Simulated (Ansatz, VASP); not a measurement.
# One calculation of Zr, two programs

```
CELL_PARAMETERS angstrom
3.24637 0.00000 0.00000
-1.62318 2.81144 0.00000
0.00000 0.00000 5.14999
ATOMIC_POSITIONS crystal
Zr 0.33333 0.66667 0.25000
Zr 0.66667 0.33333 0.75000
```

Alike in both runs: functional r2SCAN; k mesh 15 × 15 × 8; occupations gaussian, width 0.1 eV; no spin polarisation.

Ansatz relaxed the structure, and its values are those at the end. VASP's run is a single point on that final structure, the one shown.

|  | VASP | Ansatz |
| --- | --- | --- |
| version | VASP 6.6.1 | Ansatz 0.2.0 |
| potentials or method | VASP PAW PBE potentials, release 64 (Zr_sv), cutoff 520 eV | scalar-relativistic, plane waves, PAW |
| valence electrons in the cell | 24 | 24 |

```csv
,VASP,Ansatz,Ansatz less VASP
gap on the k mesh at the Fermi level (eV),none,none,-
pressure (GPa),0.0,0.0,+0.01
```

VASP's potentials were made for PBE, not for r2SCAN. A gap of «none» marks a metal or a gap that the smearing closes.
